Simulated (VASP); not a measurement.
# Rb (Im-3m) in VASP: notebook

Aim: see how the results for Rb move with the level of theory and the settings. Levels: LDA, PBEsol. Tasks: single point.

All numbers are computed with VASP 6.6.1; they aren't measurements. Logs are shortened: lines on timing, memory, paths and dates and some standing lists are left out, and cuts for length are marked.

## 1. The cell of the first run

It takes space group Im-3m (No. 229, cubic). Conventional cell: a = 5.382 Å, b = 5.382 Å, c = 5.382 Å, α = 90.00°, β = 90.00°, γ = 90.00°.

## 2. Single point, LDA (functional LDA, strained)

INCAR reads:

```
PREC = Accurate ; ENCUT = 520
EDIFF = 1E-6 ; ISMEAR = 0
SIGMA = 0.1 ; LREAL = F
LASPH = T ; NELM = 80
ALGO = Fast ; ISIF = 2
LWAVE = F ; LCHARG = T
LELF = T ; LVHAR = T
NBANDS = 10
```

KPOINTS reads:

```
regular mesh
0
Gamma
  10 10 10
```

POSCAR reads:

```
Rb
1.0
   -2.6912127250      2.6912127250      2.6912127250
    2.6912127250     -2.6912127250      2.6912127250
    2.6912127250      2.6912127250     -2.6912127250
Rb
1
Direct
    0.0000000000      0.0000000000      0.0000000000
```

Potentials or basis: VASP PAW LDA potentials, release 64 (Rb_sv).

Started as:

```
$ cat potpaw_LDA.64/Rb_sv/POTCAR > POTCAR
$ mpirun -np 1 vasp_std > vasp.out
```

OUTCAR:

```text
PREC = Accurate
   ENCUT = 520
   EDIFF = 1E-6
   ISMEAR = 0
   LREAL = F
   LASPH = T
   NELM = 80
   ISIF = 2

 ion  position               nearest neighbor table
   1  0.000  0.000  0.000-

  LATTYP: Found a body centered cubic cell.
 ALAT       =     5.3824254500

  Lattice vectors:

 A1 = (  -2.6912127250,   2.6912127250,   2.6912127250)
 A2 = (   2.6912127250,  -2.6912127250,   2.6912127250)
 A3 = (   2.6912127250,   2.6912127250,  -2.6912127250)

Analysis of symmetry for initial positions (statically):
=====================================================================
 Subroutine PRICEL returns:
 Original cell was already a primitive cell.

 Routine SETGRP: Setting up the symmetry group for a
 body centered cubic supercell.

 Subroutine GETGRP returns: Found 48 space group operations
 (whereof 48 operations were pure point group operations)
 out of a pool of 48 trial point group operations.

The static configuration has the point symmetry O_h .

Analysis of symmetry for dynamics (positions and initial velocities):
=====================================================================
 Subroutine PRICEL returns:
 Original cell was already a primitive cell.

 Routine SETGRP: Setting up the symmetry group for a
 body centered cubic supercell.

 Subroutine GETGRP returns: Found 48 space group operations
 (whereof 48 operations were pure point group operations)
 out of a pool of 48 trial point group operations.

The dynamic configuration has the point symmetry O_h .

 Subroutine INISYM returns: Found 48 space group operations
 (whereof 48 operations are pure point group operations),
 and found     1 'primitive' translations

----------------------------------------------------------------------------------------

                                     Primitive cell

  volume of cell :      77.9658

  direct lattice vectors                    reciprocal lattice vectors
    -2.691212725  2.691212725  2.691212725     0.000000000  0.185789847  0.185789847
     2.691212725 -2.691212725  2.691212725     0.185789847  0.000000000  0.185789847
     2.691212725  2.691212725 -2.691212725     0.185789847  0.185789847  0.000000000

  length of vectors
     4.661317174  4.661317174  4.661317174     0.262746521  0.262746521  0.262746521

  position of ions in fractional coordinates (direct lattice)
     0.000000000  0.000000000  0.000000000

[... 67 lines left out ...]
   ISTART =      0    job   : 0-new  1-cont  2-samecut
   ICHARG =      2    charge: 1-file 2-atom 10-const
   ISPIN  =      1    spin polarized calculation?
   LNONCOLLINEAR =      F non collinear calculations
   LSORBIT =      F    spin-orbit coupling
   LASPH  =      T    aspherical Exc in radial PAW
   ENCUT  =  520.0 eV  38.22 Ry    6.18 a.u.   8.67  8.67  8.67*2*pi/ulx,y,z
   NELM   =     80;   NELMIN=  2; NELMDL= -5     # of ELM steps
   EDIFF  = 0.1E-05   stopping-criterion for ELM
   LREAL  =      F    real-space projection
[... 7 lines left out ...]
   TEBEG  =    0.0;   TEEND  =   0.0 temperature during run
   PSTRESS=    0.0 pullay stress
   NELECT =       9.0000    total number of electrons
   NUPDOWN=      -1.0000    fix difference up-down
   EMIN   =  10.00;   EMAX   =-10.00  energy-range for DOS
   EFERMI =   0.00;   METHOD = LEGACY
   ISMEAR =     0;   SIGMA  =   0.10  broadening in eV -4-tet -1-fermi 0-gaus
   EFERMI_NEDOS =   21; number of points for ismear=-14 and -15
   IALGO  =     68    algorithm
   IMIX   =      4    mixing-type and parameters
     AMIX     =   0.40;   BMIX     =  1.00
     AMIX_MAG =   1.60;   BMIX_MAG =  1.00
  volume/ion in A,a.u.               =      77.97       526.14
  Fermi-wavevector in a.u.,A,eV,Ry     =   0.797115  1.506329  8.645037  0.635392
  Thomas-Fermi vector in A             =   1.903770
   LORBIT       =      0    0 simple, 1 ext, 2 COOP (PROOUT), +10 PAW based schemes
   GGA     = CA    functional components
   LHFCALC =     F    Hartree Fock is set to
   AEXX    =    0.0000 exact exchange contribution
   IVDW    =     0    specifies the selected vdW correction
   LEPSILON=     F    determine dielectric tensor
   LRPA    =     F    only Hartree local field effects (RPA)
 non-spin polarized calculation
 RMM-DIIS sequential band-by-band and
 Gauss-broadening in eV      SIGMA  =   0.10
  energy-cutoff  :      520.00
  volume of cell :       77.97
 maximum number of plane-waves:      2123
   NGX = 17   NGY = 17   NGZ = 17

 number of electron       9.0000000 magnetization

 Free energy of the ion-electron system (eV)
  ---------------------------------------------------
  ext. energy  EPLUGINS =         0.00000000
  ---------------------------------------------------
  free energy    TOTEN  =        -1.05884009 eV

  energy without entropy =       -1.05212878  energy(sigma->0) =       -1.05548443

 E-fermi :   0.1575     XC(G=0):  -6.0867

 val. band max:        0.1559038532   @ k =   0.3000   0.2000   0.0000
 cond. band min:       0.1672939976   @ k =  -0.3000   0.4000   0.2000
 fundamental gap:      0.0113901443
 Fermi energy:         0.1575103662

 k-point     1 :       0.0000    0.0000    0.0000
  band No.  band energies     occupation
      1     -28.5704      2.00000
      2     -12.6497      2.00000
      3     -12.6497      2.00000
      4     -12.6497      2.00000
      5      -2.0473      2.00000
      6       3.8637      0.00000
      7       3.8637      0.00000
      8       3.8637      0.00000
      9       4.9581      0.00000
     10       4.9581      0.00000
[... 287 lines left out ...]
 k-point    24 :      -0.3000    0.3000    0.1000
  band No.  band energies     occupation
      1     -28.5637      2.00000
      2     -12.7584      2.00000
      3     -12.6913      2.00000
      4     -12.6625      2.00000
      5      -0.7880      2.00000
      6       2.3210      0.00000
      7       3.0678      0.00000
      8       4.0642      0.00000
      9       4.9871      0.00000
     10       5.4316      0.00000

 [... further k-points ...]
[... 5 lines left out ...]
  --------------------------------------------------------------------------------------
  -------------------------------------------------------------------------------------
  Total       -0.0027023     -0.0027023     -0.0027023     -0.0000000      0.0000000     -0.0000000
  in kB       -0.0555309     -0.0555309     -0.0555309     -0.0000000      0.0000000     -0.0000000
  external PRESSURE =      -0.0555309 kB  Pullay stress =       0.0000000 kB

 VOLUME and BASIS-vectors are now :
 -----------------------------------------------------------------------------
  energy-cutoff  :      520.00
  volume of cell :       77.97
      direct lattice vectors                 reciprocal lattice vectors
    -2.691212725  2.691212725  2.691212725     0.000000000  0.185789847  0.185789847
     2.691212725 -2.691212725  2.691212725     0.185789847  0.000000000  0.185789847
     2.691212725  2.691212725 -2.691212725     0.185789847  0.185789847  0.000000000

 POSITION                                       TOTAL-FORCE (eV/Angst)
 -----------------------------------------------------------------------------------
      0.00000      0.00000      0.00000        -0.000000      0.000000      0.000000
 -----------------------------------------------------------------------------------
    total drift:                               -0.000000      0.000000      0.000000

  FREE ENERGIE OF THE ION-ELECTRON SYSTEM (eV)
  ---------------------------------------------------
  free  energy   TOTEN  =        -1.0588400864 eV

  energy  without entropy=       -1.0521287802  energy(sigma->0) =       -1.05548443
```

OSZICAR:

```text
N       E                     dE             d eps       ncg     rms          rms(c)
DAV:   1     0.403493674603E+02    0.40349E+02   -0.34469E+03   940   0.672E+02
DAV:   2     0.148808782844E+01   -0.38861E+02   -0.38078E+02  1042   0.126E+02
DAV:   3    -0.966151913468E+00   -0.24542E+01   -0.24476E+01  1218   0.310E+01
DAV:   4    -0.105851777235E+01   -0.92366E-01   -0.92096E-01  1308   0.535E+00
DAV:   5    -0.106052399089E+01   -0.20062E-02   -0.20061E-02  1220   0.665E-01    0.149E+00
RMM:   6    -0.105912974333E+01    0.13942E-02   -0.17828E-03  1191   0.248E-01    0.919E-01
RMM:   7    -0.105881898659E+01    0.31076E-03   -0.35744E-03  1244   0.330E-01    0.522E-02
RMM:   8    -0.105883181977E+01   -0.12833E-04   -0.32146E-04  1402   0.109E-01    0.962E-03
RMM:   9    -0.105883804269E+01   -0.62229E-05   -0.67414E-05  1554   0.416E-02    0.814E-03
RMM:  10    -0.105883973514E+01   -0.16924E-05   -0.18526E-05  1528   0.203E-02    0.424E-03
RMM:  11    -0.105884008640E+01   -0.35126E-06   -0.42058E-06  1281   0.991E-03
   1 F= -.10588401E+01 E0= -.10554844E+01  d E =-.671131E-02
```

Run time: 23 s. Hardware: 1 thread of Intel Xeon 6975P-C (Granite Rapids), shared host; peak memory 0.17 GiB.

What came out:

| Item | Value |
| --- | --- |
| Free energy | -1.0588 eV |
| Pressure | 0.0 GPa |

Levels at points of the mesh, in eV from the Fermi level:
```
           k point  band 1  band 2  band 3  band 4  band 5  band 6  band 7  band 8  band 9
(0.00, 0.00, 0.00)  -28.73  -12.81  -12.81  -12.81   -2.20    3.71    3.71    3.71    4.80
(0.50, 0.00, 0.00)  -28.72  -12.97  -12.86  -12.81    0.15    0.96    2.53    4.47    5.46
(0.50, 0.50, 0.50)  -28.71  -12.92  -12.92  -12.92    1.15    1.15    3.66    3.66    3.66
```

Caveat: the cell differs from its parent crystal (functional LDA, strained).

(Part 1 of 2 ends here.)
